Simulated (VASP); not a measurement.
# Bi3F (I4/mmm) in VASP: single point with PBE

Aim: the single point of Bi3F with PBE.

Everything below comes from runs of VASP 6.6.1. Logs are shortened: lines on timing, memory, paths and dates and some standing lists are left out, and cuts for length are marked.

## 1. The cell of the first run

It takes space group I4/mmm (No. 139, tetragonal). Conventional cell: a = 4.523 Å, b = 4.523 Å, c = 10.103 Å, α = 90.00°, β = 90.00°, γ = 90.00°. Within 4.2 Å of Bi (site symmetry 4/mmm) lie 4 F at 3.20 Å and 8 Bi at 3.39 Å. Bi (site symmetry -4m2) has 8 Bi at 3.20 to 3.39 Å and 4 F at 3.39 Å within 4.2 Å. F (site symmetry 4/mmm) has 12 Bi at 3.20 to 3.39 Å within 4.2 Å.

## 2. Single point, PBE

INCAR reads:

```
SYSTEM = Bi3F
PREC     = Accurate       ! precision mode
ENCUT    = 600            ! plane-wave cutoff, eV
EDIFF    = 1E-6           ! SCF threshold, eV
ISMEAR   = 0              ! smearing method
SIGMA    = 0.1            ! smearing width, eV
LREAL    = .False.        ! projectors in reciprocal space
LASPH    = .True.         ! aspherical terms in the spheres
NELM     = 120            ! most SCF steps
ALGO     = Normal         ! electronic algorithm
ISIF     = 2              ! what is computed and relaxed
LWAVE    = .False.        ! write WAVECAR
LCHARG   = .False.        ! write CHGCAR
GGA      = PE             ! functional
NBANDS   = 34             ! bands
GGA_COMPAT= .False.
```

KPOINTS reads:

```
regular mesh
0
Gamma
  6 6 6
  0 0 0
```

POSCAR reads:

```
Bi3F
1.0
   -2.2614236290      2.2614236290      5.0514917427
    2.2614236290     -2.2614236290      5.0514917427
    2.2614236290      2.2614236290     -5.0514917427
Bi F
3 1
Direct
    0.5000000000      0.5000000000      0.0000000000
    0.2500000000      0.7500000000      0.5000000000
    0.7500000000      0.2500000000      0.5000000000
    0.0000000000      0.0000000000      0.0000000000
```

Potentials or basis: VASP PAW PBE potentials, release 64 (Bi_d, F).

Command:

```sh
> cat potpaw_PBE.64/Bi_d/POTCAR potpaw_PBE.64/F/POTCAR > POTCAR
> mpirun -np 1 vasp_std > vasp.out
```

OUTCAR:

```text
SYSTEM = Bi3F
   PREC = Accurate
   ENCUT = 600
   EDIFF = 1E-6
   ISMEAR = 0
   LREAL = .False.
   LASPH = .True.
   NELM = 120
   ISIF = 2
   GGA = PE

 ion  position               nearest neighbor table
   1  0.500  0.500  0.000-   2 3.39   3 3.39   2 3.39   3 3.39   2 3.39   3 3.39   2 3.39   3 3.39

   2  0.250  0.750  0.500-   3 3.20   3 3.20   3 3.20   3 3.20   1 3.39   1 3.39   1 3.39   1 3.39

   3  0.750  0.250  0.500-   2 3.20   2 3.20   2 3.20   2 3.20   1 3.39   1 3.39   1 3.39   1 3.39

   4  0.000  0.000  0.000-

  LATTYP: Found a body centered tetragonal cell.
 ALAT       =     4.5228472580
 C/A-ratio  =     2.2337662338

  Lattice vectors:

 A1 = (  -2.2614236290,   2.2614236290,   5.0514917427)
 A2 = (   2.2614236290,  -2.2614236290,   5.0514917427)
 A3 = (   2.2614236290,   2.2614236290,  -5.0514917427)

Analysis of symmetry for initial positions (statically):
=====================================================================
 Subroutine PRICEL returns:
 Original cell was already a primitive cell.

 Routine SETGRP: Setting up the symmetry group for a
 body centered tetragonal supercell.

 Subroutine GETGRP returns: Found 16 space group operations
 (whereof 16 operations were pure point group operations)
 out of a pool of 16 trial point group operations.

The static configuration has the point symmetry D_4h.

Analysis of symmetry for dynamics (positions and initial velocities):
=====================================================================
 Subroutine PRICEL returns:
 Original cell was already a primitive cell.

 Routine SETGRP: Setting up the symmetry group for a
 body centered tetragonal supercell.

 Subroutine GETGRP returns: Found 16 space group operations
 (whereof 16 operations were pure point group operations)
 out of a pool of 16 trial point group operations.

The dynamic configuration has the point symmetry D_4h.

 Subroutine INISYM returns: Found 16 space group operations
 (whereof 16 operations are pure point group operations),
 and found     1 'primitive' translations

----------------------------------------------------------------------------------------

                                     Primitive cell

  volume of cell :     103.3341

  direct lattice vectors                    reciprocal lattice vectors
    -2.261423629  2.261423629  5.051491743     0.000000000  0.221099662  0.098980663
     2.261423629 -2.261423629  5.051491743     0.221099662  0.000000000  0.098980663
     2.261423629  2.261423629 -5.051491743     0.221099662  0.221099662  0.000000000

  length of vectors
     5.978765967  5.978765967  5.978765967     0.242244158  0.242244158  0.312682141

  position of ions in fractional coordinates (direct lattice)
     0.500000000  0.500000000  0.000000000
     0.250000000  0.750000000  0.500000000
     0.750000000  0.250000000  0.500000000
     0.000000000  0.000000000  0.000000000

  ion indices of the primitive-cell ions
   primitive index   ion index
                 1           1
                 2           2
                 3           3
                 4           4

----------------------------------------------------------------------------------------

 KPOINTS: regular mesh

Automatic generation of k-mesh.
 Grid dimensions read from file:
 generate k-points for:    6    6    6

 Generating k-lattice:

  Cartesian coordinates                     Fractional coordinates (reciprocal lattice)
     0.000000000  0.036849944  0.016496777     0.166666667  0.000000000  0.000000000
     0.036849944  0.000000000  0.016496777     0.000000000  0.166666667  0.000000000
     0.036849944  0.036849944  0.000000000     0.000000000  0.000000000  0.166666667

  Length of vectors
     0.040374026  0.040374026  0.052113690

  Shift w.r.t. Gamma in fractional coordinates (k-lattice)
     0.000000000  0.000000000  0.000000000

 Subroutine IBZKPT returns following result:
 ===========================================

 Found     30 irreducible k-points:

 Following reciprocal coordinates:
            Coordinates               Weight
  0.000000  0.000000  0.000000      1.000000
  0.166667 -0.000000  0.000000      8.000000
  0.333333 -0.000000  0.000000      8.000000
  0.500000  0.000000 -0.000000      4.000000
  0.166667  0.166667 -0.000000      8.000000
  0.333333  0.166667 -0.000000     16.000000
[... 16 lines left out ...]
 -0.333333 -0.333333  0.166667      8.000000
 -0.166667 -0.333333  0.166667      8.000000
 [... further k-points ...]
   k-points           NKPTS =     30   k-points in BZ     NKDIM =     30   number of bands    NBANDS=     34
   number of dos      NEDOS =    301   number of ions     NIONS =      4
   total plane-waves  NPLWV = 110592
   dimension x,y,z NGX =    48 NGY =   48 NGZ =   48
   dimension x,y,z NGXF=    96 NGYF=   96 NGZF=   96
   ions per type =               3   1
   NGX,Y,Z   is equivalent  to a cutoff of  13.35, 13.35, 13.35 a.u.
   NGXF,Y,Z  is equivalent  to a cutoff of  26.69, 26.69, 26.69 a.u.
 SYSTEM =  Bi3F
   PREC   = accura    normal or accurate (medium, high low for compatibility)
   ISTART =      0    job   : 0-new  1-cont  2-samecut
   ICHARG =      2    charge: 1-file 2-atom 10-const
   ISPIN  =      1    spin polarized calculation?
   LNONCOLLINEAR =      F non collinear calculations
   LSORBIT =      F    spin-orbit coupling
   LASPH  =      T    aspherical Exc in radial PAW
   ENCUT  =  600.0 eV  44.10 Ry    6.64 a.u.  11.94 11.94 11.94*2*pi/ulx,y,z
   NELM   =    120;   NELMIN=  2; NELMDL= -5     # of ELM steps
   EDIFF  = 0.1E-05   stopping-criterion for ELM
   LREAL  =      F    real-space projection
   EDIFFG = 0.1E-04   stopping-criterion for IOM
   NSW    =      0    number of steps for IOM
   IBRION =     -1    ionic relax: 0-MD 1-quasi-New 2-CG
   NFREE  =      0    steps in history (QN), initial steepest desc. (CG)
   ISIF   =      2    stress and relaxation
   ISYM   =      2    0-nonsym 1-usesym 2-fastsym
   POTIM  = 0.5000    time-step for ionic-motion
   TEBEG  =    0.0;   TEEND  =   0.0 temperature during run
   PSTRESS=    0.0 pullay stress
   NELECT =      52.0000    total number of electrons
   NUPDOWN=      -1.0000    fix difference up-down
   EMIN   =  10.00;   EMAX   =-10.00  energy-range for DOS
   EFERMI =   0.00;   METHOD = LEGACY
   ISMEAR =     0;   SIGMA  =   0.10  broadening in eV -4-tet -1-fermi 0-gaus
   EFERMI_NEDOS =   21; number of points for ismear=-14 and -15
   IALGO  =     38    algorithm
   IMIX   =      4    mixing-type and parameters
     AMIX     =   0.40;   BMIX     =  1.00
     AMIX_MAG =   1.60;   BMIX_MAG =  1.00
  volume/ion in A,a.u.               =      25.83       174.33
  Fermi-wavevector in a.u.,A,eV,Ry     =   1.302151  2.460709 23.070011  1.695598
  Thomas-Fermi vector in A             =   2.433238
   LORBIT       =      0    0 simple, 1 ext, 2 COOP (PROOUT), +10 PAW based schemes
   GGA     = PE    functional components
   LHFCALC =     F    Hartree Fock is set to
   AEXX    =    0.0000 exact exchange contribution
   IVDW    =     0    specifies the selected vdW correction
   LEPSILON=     F    determine dielectric tensor
   LRPA    =     F    only Hartree local field effects (RPA)
 non-spin polarized calculation
 Gauss-broadening in eV      SIGMA  =   0.10
  energy-cutoff  :      600.00
  volume of cell :      103.33
 maximum number of plane-waves:      3472
   NGX = 23   NGY = 23   NGZ = 23

 number of electron      51.9999999 magnetization

 Free energy of the ion-electron system (eV)
  ---------------------------------------------------
  ext. energy  EPLUGINS =         0.00000000
  ---------------------------------------------------
  free energy    TOTEN  =       -15.12797813 eV

  energy without entropy =      -15.12106292  energy(sigma->0) =      -15.12452052

 E-fermi :   6.9339     XC(G=0): -10.1655

 val. band max:        6.9146169282   @ k =  -0.1667  -0.3333   0.1667
 cond. band min:       6.9969405409   @ k =  -0.3333   0.3333   0.0000
 fundamental gap:      0.0823236127
 Fermi energy:         6.9339365375

 k-point     1 :       0.0000    0.0000    0.0000
  band No.  band energies     occupation
      1     -16.3730      2.00000
      2     -16.3730      2.00000
      3     -16.3627      2.00000
      4     -16.3605      2.00000
      5     -16.3588      2.00000
      6     -16.2953      2.00000
[... 26 lines left out ...]
     33      14.9467      0.00000
     34      15.1890      0.00000

 k-point     2 :       0.1667   -0.0000    0.0000
  band No.  band energies     occupation
      1     -16.3768      2.00000
      2     -16.3750      2.00000
      3     -16.3620      2.00000
      4     -16.3574      2.00000
      5     -16.3495      2.00000
      6     -16.2775      2.00000
[... 26 lines left out ...]
     33      14.1686      0.00000
     34      15.9702      0.00000

 k-point     3 :       0.3333   -0.0000    0.0000
  band No.  band energies     occupation
      1     -16.3843      2.00000
      2     -16.3798      2.00000
      3     -16.3618      2.00000
      4     -16.3533      2.00000
      5     -16.3382      2.00000
      6     -16.2015      2.00000
[... 26 lines left out ...]
     33      14.9598      0.00000
     34      15.3767      0.00000
[... 704 lines left out ...]
 k-point    23 :      -0.3333   -0.3333    0.1667
  band No.  band energies     occupation
      1     -16.3944      2.00000
      2     -16.3887      2.00000
      3     -16.3677      2.00000
      4     -16.3658      2.00000
      5     -16.3374      2.00000
      6     -16.2705      2.00000
[... 26 lines left out ...]
     33      14.1617      0.00000
     34      14.7376      0.00000

 k-point    24 :      -0.1667   -0.3333    0.1667
  band No.  band energies     occupation
      1     -16.3892      2.00000
      2     -16.3878      2.00000
      3     -16.3663      2.00000
      4     -16.3641      2.00000
      5     -16.3429      2.00000
      6     -16.2834      2.00000
[... 26 lines left out ...]
     33      14.1194      0.00000
     34      14.4540      0.00000

 [... further k-points ...]

------------------------ aborting loop because EDIFF is reached ----------------------------------------

  FORCE on cell =-STRESS in cart. coord.  units (eV):
  Direction    XX          YY          ZZ          XY          YZ          ZX
  --------------------------------------------------------------------------------------
  -------------------------------------------------------------------------------------
  Total        1.3608280      1.3608280     -1.0592103      0.0000000      0.0000000     -0.0000000
  in kB       21.0994101     21.0994101    -16.4228781      0.0000000      0.0000000     -0.0000000
  external PRESSURE =       8.5919807 kB  Pullay stress =       0.0000000 kB

 VOLUME and BASIS-vectors are now :
 -----------------------------------------------------------------------------
  energy-cutoff  :      600.00
  volume of cell :      103.33
      direct lattice vectors                 reciprocal lattice vectors
    -2.261423629  2.261423629  5.051491743     0.000000000  0.221099662  0.098980663
     2.261423629 -2.261423629  5.051491743     0.221099662  0.000000000  0.098980663
     2.261423629  2.261423629 -5.051491743     0.221099662  0.221099662  0.000000000

 POSITION                                       TOTAL-FORCE (eV/Angst)
 -----------------------------------------------------------------------------------
      0.00000      0.00000      5.05149         0.000000      0.000000      0.000000
      2.26142     -0.00000      2.52575        -0.000000      0.000000     -0.000000
     -0.00000      2.26142      2.52575        -0.000000     -0.000000     -0.000000
      0.00000      0.00000      0.00000         0.000000      0.000000      0.000000
 -----------------------------------------------------------------------------------
    total drift:                                0.000000     -0.000000      0.000000

  FREE ENERGIE OF THE ION-ELECTRON SYSTEM (eV)
  ---------------------------------------------------
  free  energy   TOTEN  =       -15.1279781310 eV

  energy  without entropy=      -15.1210629157  energy(sigma->0) =      -15.12452052
```

Wall time 77 s (1 thread of Intel Xeon 6975P-C (Granite Rapids), shared host); peak memory 0.36 GiB.

Results:

```
Free energy            : -15.1280 eV
Pressure               : 0.9 GPa
Band gap on the k mesh : zero (bands 26 and 27 overlap by 2.03 eV)
```

Stress tensor (GPa, compression positive):
```
 2.11  0.00  0.00
 0.00  2.11  0.00
 0.00  0.00 -1.64
```

Caveat: spin-orbit coupling is left out, which moves the levels of the heavy elements.
